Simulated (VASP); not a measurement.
# HfN (Pm-3m) in VASP: further runs, part 2 of 3

VASP 6.6.1. The steps go on from the part before.

## Step 3: Relaxation of cell and atoms, r2SCAN, target pressure 20 GPa, at which the enthalpy is minimised

Contents of POSCAR:

```
HfN
1.0
    2.8250300000      0.0000000000      0.0000000000
    0.0000000000      2.8250300000      0.0000000000
    0.0000000000      0.0000000000      2.8250300000
Hf N
1 1
Direct
    0.5000000000      0.5000000000      0.5000000000
    0.0000000000      0.0000000000      0.0000000000
```

Contents of INCAR.step1:

```
SYSTEM = HfN
ALGO = Normal
EDIFF = 1E-4
ENCUT = 600
GGA = PE
ISMEAR = -1
LASPH = .True.
LCHARG = .False.
LREAL = .False.
LWAVE = .True.
NELM = 100
PREC = Accurate
SIGMA = 0.05
```

Contents of INCAR.step2:

```
SYSTEM = HfN
ALGO = Normal
EDIFF = 1E-6
EDIFFG = -0.01
ENCUT = 600
IBRION = 2
ISIF = 3
ISMEAR = -1
ISTART = 1
LASPH = .True.
LCHARG = .False.
LMIXTAU = .True.
LREAL = .False.
LWAVE = .False.
METAGGA = R2SCAN
NELM = 100
NSW = 60
PREC = Accurate
PSTRESS = 200.0
SIGMA = 0.05
```

Contents of KPOINTS:

```
k-points
0
Gamma
  9 9 9
  0 0 0
```

Potentials or basis: VASP PAW PBE potentials, release 64 (Hf_pv, N).

Started as:

```
$ cat potpaw_PBE.64/Hf_pv/POTCAR potpaw_PBE.64/N/POTCAR > POTCAR
$ cp INCAR.step1 INCAR
$ mpirun -np 1 vasp_std > vasp.out
$ cp INCAR.step2 INCAR
$ mpirun -np 1 vasp_std > vasp.out
```

OUTCAR:

```text
SYSTEM = HfN
   EDIFF = 1E-6
   EDIFFG = -0.01
   ENCUT = 600
   IBRION = 2
   ISIF = 3
   ISMEAR = -1
   ISTART = 1
   LASPH = .True.
   LREAL = .False.
   METAGGA = R2SCAN
   NELM = 100
   NSW = 60
   PREC = Accurate
   PSTRESS = 200.0

 ion  position               nearest neighbor table
   1  0.500  0.500  0.500-   2 2.45   2 2.45   2 2.45   2 2.45   2 2.45   2 2.45   2 2.45   2 2.45

   2  0.000  0.000  0.000-   1 2.45   1 2.45   1 2.45   1 2.45   1 2.45   1 2.45   1 2.45   1 2.45

  LATTYP: Found a simple cubic cell.
 ALAT       =     2.8250300000

  Lattice vectors:

 A1 = (   2.8250300000,   0.0000000000,   0.0000000000)
 A2 = (   0.0000000000,   2.8250300000,   0.0000000000)
 A3 = (   0.0000000000,   0.0000000000,   2.8250300000)

Analysis of symmetry for initial positions (statically):
=====================================================================
 Subroutine PRICEL returns:
 Original cell was already a primitive cell.

 Routine SETGRP: Setting up the symmetry group for a
 simple cubic supercell.

 Subroutine GETGRP returns: Found 48 space group operations
 (whereof 48 operations were pure point group operations)
 out of a pool of 48 trial point group operations.

The static configuration has the point symmetry O_h .

Analysis of symmetry for dynamics (positions and initial velocities):
=====================================================================
 Subroutine PRICEL returns:
 Original cell was already a primitive cell.

 Routine SETGRP: Setting up the symmetry group for a
 simple cubic supercell.

 Subroutine GETGRP returns: Found 48 space group operations
 (whereof 48 operations were pure point group operations)
 out of a pool of 48 trial point group operations.

The dynamic configuration has the point symmetry O_h .

 Subroutine INISYM returns: Found 48 space group operations
 (whereof 48 operations are pure point group operations),
 and found     1 'primitive' translations

----------------------------------------------------------------------------------------

[... 121 lines left out ...]
   LEPSILON=     F    determine dielectric tensor
   LRPA    =     F    only Hartree local field effects (RPA)
 conjugate gradient relaxation of ions
 non-spin polarized calculation
  energy-cutoff  :      600.00
  volume of cell :       22.55
 maximum number of plane-waves:       767
 NGX is ok and might be reduce to    24
   NGX = 11   NGY = 11   NGZ = 11

--------------------------------------- Ionic step        1  -------------------------------------------

 number of electron      15.0000000 magnetization

 Free energy of the ion-electron system (eV)
  ---------------------------------------------------
  ext. energy  EPLUGINS =         0.00000000
  ---------------------------------------------------
  free energy    TOTEN  =       -56.15052433 eV

  energy without entropy =      -56.14034087  energy(sigma->0) =      -56.14543260

------------------------ aborting loop because EDIFF is reached ----------------------------------------

  FORCE on cell =-STRESS in cart. coord.  units (eV):
  Direction    XX          YY          ZZ          XY          YZ          ZX
  --------------------------------------------------------------------------------------
  -------------------------------------------------------------------------------------
  Total       -1.1078931     -1.1078931     -1.1078931     -0.0000000     -0.0000000      0.0000000
  in kB      -78.7298190    -78.7298190    -78.7298190     -0.0000000     -0.0000000      0.0000000
  external PRESSURE =    -278.7298190 kB  Pullay stress =     200.0000000 kB
[... 25 lines left out ...]
--------------------------------------- Ionic step        2  -------------------------------------------

 number of electron      15.0000001 magnetization

 E-fermi :  10.5006     XC(G=0): -15.6535

 val. band max:       10.4624186129   @ k =   0.3333   0.3333   0.0000
 cond. band min:      10.6526558172   @ k =   0.3333   0.2222   0.1111
 fundamental gap:      0.1902372043
 Fermi energy:        10.5006283053

 k-point     1 :       0.0000    0.0000    0.0000
  band No.  band energies     occupation
      1     -20.0289      2.00000
      2     -20.0289      2.00000
      3     -20.0289      2.00000
      4      -8.7122      2.00000
      5       6.6693      2.00000
      6       6.6693      2.00000
      7       9.2183      2.00000
      8       9.2183      2.00000
      9       9.2183      2.00000
     10      19.2011      0.00000
     11      19.3858      0.00000
[... 511 lines left out ...]
--------------------------------------- Ionic step        7  -------------------------------------------

 number of electron      15.0000000 magnetization

 Free energy of the ion-electron system (eV)
  ---------------------------------------------------
  ext. energy  EPLUGINS =         0.00000000
  ---------------------------------------------------
  free energy    TOTEN  =       -56.08584827 eV

  energy without entropy =      -56.07700481  energy(sigma->0) =      -56.08142654

 E-fermi :   8.3975     XC(G=0): -14.3666

 val. band max:        8.3026812130   @ k =   0.1111   0.1111   0.0000
 cond. band min:       8.4565234700   @ k =   0.2222   0.2222   0.1111
 fundamental gap:      0.1538422571
 Fermi energy:         8.3974512072

 k-point     1 :       0.0000    0.0000    0.0000
  band No.  band energies     occupation
      1     -22.7841      2.00000
      2     -22.7841      2.00000
      3     -22.7841      2.00000
      4      -9.4247      2.00000
      5       5.5258      2.00000
      6       5.5258      2.00000
      7       7.0727      2.00000
      8       7.0727      2.00000
      9       7.0727      2.00000
     10      13.6206      0.00000
     11      15.5742      0.00000
[... 355 lines left out ...]
  energy  without entropy=      -56.0770048080  energy(sigma->0) =      -56.08142654

  enthalpy is  TOTEN    =       -53.5363239938 eV   P V=        2.5495242735

 reached required accuracy - stopping structural energy minimisation
```

OUTCAR.step1:

```text
SYSTEM = HfN
   EDIFF = 1E-4
   ENCUT = 600
   GGA = PE
   ISMEAR = -1
   LASPH = .True.
   LREAL = .False.
[... 557 lines left out ...]
      1.41251      1.41251      1.41251         0.000000      0.000000      0.000000
      0.00000      0.00000      0.00000         0.000000      0.000000      0.000000
 -----------------------------------------------------------------------------------
    total drift:                                0.000000     -0.000000     -0.000000

  FREE ENERGIE OF THE ION-ELECTRON SYSTEM (eV)
  ---------------------------------------------------
  free  energy   TOTEN  =       -19.7688252049 eV

  energy  without entropy=      -19.7579671985  energy(sigma->0) =      -19.76339620
```

OSZICAR.step1:

```text
N       E                     dE             d eps       ncg     rms          rms(c)
DAV:   1     0.382588625355E+02    0.38259E+02   -0.94660E+03   770   0.148E+03
DAV:   2    -0.199917812200E+02   -0.58251E+02   -0.52303E+02   953   0.271E+02
DAV:   3    -0.224714158344E+02   -0.24796E+01   -0.24237E+01   985   0.472E+01
DAV:   4    -0.225014456417E+02   -0.30030E-01   -0.29928E-01   957   0.488E+00
DAV:   5    -0.225019304832E+02   -0.48484E-03   -0.48472E-03  1012   0.510E-01    0.388E+01
DAV:   6    -0.198948823064E+02    0.26070E+01   -0.12491E+01   969   0.260E+01    0.357E+01
DAV:   7    -0.198022026906E+02    0.92680E-01   -0.67018E-01   914   0.762E+00    0.237E+01
DAV:   8    -0.197748004349E+02    0.27402E-01   -0.15662E-01   854   0.395E+00    0.486E+00
DAV:   9    -0.197688342943E+02    0.59661E-02   -0.17596E-02   917   0.126E+00    0.127E+00
DAV:  10    -0.197688252049E+02    0.90894E-05   -0.89633E-04   920   0.308E-01
   1 F= -.19768825E+02 E0= -.19763396E+02  d E =-.108580E-01
```

Run time: 84 s. Hardware: 1 thread of Intel Xeon 6975P-C (Granite Rapids), shared host; peak memory 0.16 GiB.

Results:

* Free energy: -56.0858 eV
* Relaxed volume: 10.21 Å³/atom
* Relaxed cell: a = 2.733 Å, b = 2.733 Å, c = 2.733 Å, α = 90.00°, β = 90.00°, γ = 90.00°
* Space group after relaxing (to 0.05 Å): Pm-3m (No. 221)
* Energy change on relaxing (the enthalpy is what falls): +32.3 meV/atom
* Ionic steps: 7
* Pressure after relaxing: 19.9 GPa

The path:
```
step  energy change (eV)  largest force (eV/Å)  pressure (GPa)  volume (Å³)
   1              0.0000                0.0000           -7.87        22.55
   2              1.5169                0.0000          122.03        16.73
   3              0.0494                0.0000           17.76        20.55
   4              0.0619                0.0000           19.51        20.45
   5              0.0670                0.0000           20.20        20.41
   6              0.0628                0.0000           19.67        20.44
   7              0.0647                0.0000           19.88        20.42
```

Final structure:
```yaml
crystal:
  lattice:
    - [2.73346, 0.00000, 0.00000]
    - [0.00000, 2.73346, 0.00000]
    - [0.00000, 0.00000, 2.73346]
  atoms:
    - { symbol: Hf, position: [0.50000, 0.50000, 0.50000] }
    - { symbol: N, position: [0.00000, 0.00000, 0.00000] }
```

Caveat: the cell is relaxed towards a set pressure, so the enthalpy falls and the energy may rise; the PAW data sets were made with another functional, which shifts forces and pressure a little; spin-orbit coupling is left out, which moves the levels of the heavy elements.

## Step 4: Relaxation of cell and atoms, r2SCAN, target pressure 30 GPa, at which the enthalpy is minimised

POSCAR is that of step 3.

Contents of INCAR.step1:

```
PREC = Accurate
ENCUT = 600
ISMEAR = -1
SIGMA = 0.05
LREAL = False
LASPH = True
NELM = 80
GGA = PE
ALGO = Normal
EDIFF = 1E-4
LWAVE = True
LCHARG = False
```

Contents of INCAR.step2:

```
PREC = Accurate
ENCUT = 600
EDIFF = 1E-6
ISMEAR = -1
SIGMA = 0.05
LREAL = False
LASPH = True
NELM = 80
ALGO = Normal
ISIF = 3
LWAVE = False
LCHARG = False
METAGGA = R2SCAN
LMIXTAU = True
IBRION = 2
NSW = 60
EDIFFG = -0.01
PSTRESS = 300.0
ISTART = 1
```

Contents of KPOINTS:

```
Automatic mesh
0
Gamma
  9 9 9
```

Started as:

```
$ cat potpaw_PBE.64/Hf_pv/POTCAR potpaw_PBE.64/N/POTCAR > POTCAR
$ cp INCAR.step1 INCAR
$ mpirun -np 1 vasp_std > vasp.out
$ cp INCAR.step2 INCAR
$ mpirun -np 1 vasp_std > vasp.out
```

Wall time 69 s (1 thread of Intel Xeon 6975P-C (Granite Rapids), shared host); peak memory 0.16 GiB.

It converged, with:

| Property | Result |
| --- | --- |
| Free energy | -55.9987 eV |
| Relaxed volume | 9.93 Å³/atom |
| Relaxed cell | a = 2.708 Å, b = 2.708 Å, c = 2.708 Å, α = 90.00°, β = 90.00°, γ = 90.00° |
| Space group after relaxing (to 0.05 Å) | Pm-3m (No. 221) |
| Energy change on relaxing (the enthalpy is what falls) | +75.9 meV/atom |
| Ionic steps | 5 |
| Pressure after relaxing | 30.0 GPa |

Step by step:
| step | energy change (eV) | largest force (eV/Å) | pressure (GPa) | volume (Å³) |
| --- | --- | --- | --- | --- |
| 1 | 0.0000 | 0.0000 | -7.87 | 22.55 |
| 2 | 3.4177 | 0.0000 | 222.33 | 14.92 |
| 3 | 0.1072 | 0.0000 | 25.17 | 20.12 |
| 4 | 0.1386 | 0.0000 | 28.63 | 19.94 |
| 5 | 0.1518 | 0.0000 | 29.99 | 19.86 |

Final structure:
```
Hf N
1.0
     2.70821    0.00000    0.00000
     0.00000    2.70821    0.00000
     0.00000    0.00000    2.70821
Hf N
1 1
Direct
  0.50000 0.50000 0.50000
  0.00000 0.00000 0.00000
```

Levels at points of the mesh, in eV from the Fermi level:
```tsv
k point	band 5	band 6	band 7	band 8	band 9	band 10	band 11
(0.00, 0.00, 0.00)	-2.99	-2.99	-1.33	-1.33	-1.33	5.67	7.37
```

Caveat: the cell is relaxed towards a set pressure, so the enthalpy falls and the energy may rise; the PAW data sets were made with another functional, which shifts forces and pressure a little; spin-orbit coupling is left out, which moves the levels of the heavy elements.

(Continued in part 3 of 3.)
